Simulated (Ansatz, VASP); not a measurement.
## KF: VASP beside Ansatz

```
CELL_PARAMETERS angstrom
-0.13755 2.54206 2.54206
2.54206 -0.13755 2.54206
2.54206 2.54206 -0.13755
ATOMIC_POSITIONS crystal
K 0.00000 0.00000 0.00000
F 0.50000 0.50000 0.50000
```

Alike in both runs: task single point; functional LDA; k mesh 8 × 8 × 8; occupations gaussian, width 0.05 eV; no spin polarisation.

```csv
,VASP,Ansatz
version,VASP 6.6.1,Ansatz 0.2.0
potentials or method,"VASP PAW LDA potentials, release 64 (K_sv, F), cutoff 520 eV","scalar-relativistic, plane waves, PAW"
valence electrons in the cell,16,16
```

|  | VASP | Ansatz | Ansatz less VASP |
| --- | --- | --- | --- |
| gap on the k mesh at the Fermi level (eV) | 6.10 | 6.12 | +0.018 |
| least direct gap on the mesh (eV) | 6.10 | 6.12 | +0.018 |
| pressure (GPa) | -1.3 | -1.4 | -0.18 |
| traceless stress, the component that is largest in VASP (GPa) | 0.62 | 0.64 | +0.016 |

LDA's correlation is that of Perdew and Zunger in VASP and of Perdew and Wang (1992) in Ansatz.
